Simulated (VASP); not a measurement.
Here is a VASP 6.6.1 calculation.

INCAR

```
PREC = Accurate
ENCUT = 520
EDIFF = 1E-7
ISMEAR = -1
SIGMA = 0.13605693000000002
LREAL = F
LASPH = T
NELM = 100
ALGO = Normal
ISIF = 2
LWAVE = F
LCHARG = T
GGA = PE
LELF = T
LVHAR = T
NBANDS = 13
```

The input KPOINTS:

```
regular mesh
0
Gamma
  8 8 8
```

Contents of POSCAR:

```
Te
1.0
    0.0000000000      3.5944616486      3.5944616486
    3.5944616486      0.0000000000      3.5944616486
    3.5944616486      3.5944616486      0.0000000000
Te
2
Direct
    0.0000000000      0.0000000000      0.0000000000
    0.2500000000      0.2500000000      0.2500000000
```

Potentials or basis: VASP PAW PBE potentials, release 64 (Te).

Launch:

```bash
$ cat potpaw_PBE.64/Te/POTCAR > POTCAR
$ mpirun -np 1 vasp_std > vasp.out
```

(1) Predict the band gap on the k mesh.

(2) What does it give for the pressure?

Answers

(1) zero (band 6 reaches 3.48 eV, above the bottom of band 7 at 2.57 eV).

(2) 0.0 GPa.

Caveat: spin-orbit coupling is left out, which moves the levels of the heavy elements.
